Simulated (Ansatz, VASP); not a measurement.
Two plane-wave programs on Sn

```
CELL_PARAMETERS angstrom
-2.89942 2.90080 1.55817
2.90080 -2.89942 1.55817
2.89858 2.89858 -1.55564
ATOMIC_POSITIONS crystal
Sn 0.00002 0.99998 0.00000
Sn 0.74998 0.25002 0.50000
```

Alike in both runs: task single point; functional LDA; k mesh 11 × 11 × 8; occupations fermi-dirac, width 0.1 eV; no spin polarisation.

|  | VASP | Ansatz |
| --- | --- | --- |
| version | VASP 6.6.1 | Ansatz 0.2.0 |
| potentials or method | VASP PAW LDA potentials, release 64 (Sn_d), cutoff 520 eV | plane waves (420 eV) with PAW, scalar-relativistic |
| valence electrons in the cell | 28 | 28 |

```tsv
	VASP	Ansatz	Ansatz less VASP
pressure (GPa)	0.0	0.0	-0.03
```

Ansatz warns that its potentials were made for another functional, while VASP's fit it. LDA's correlation is that of Perdew and Zunger in VASP and of Perdew and Wang (1992) in Ansatz.
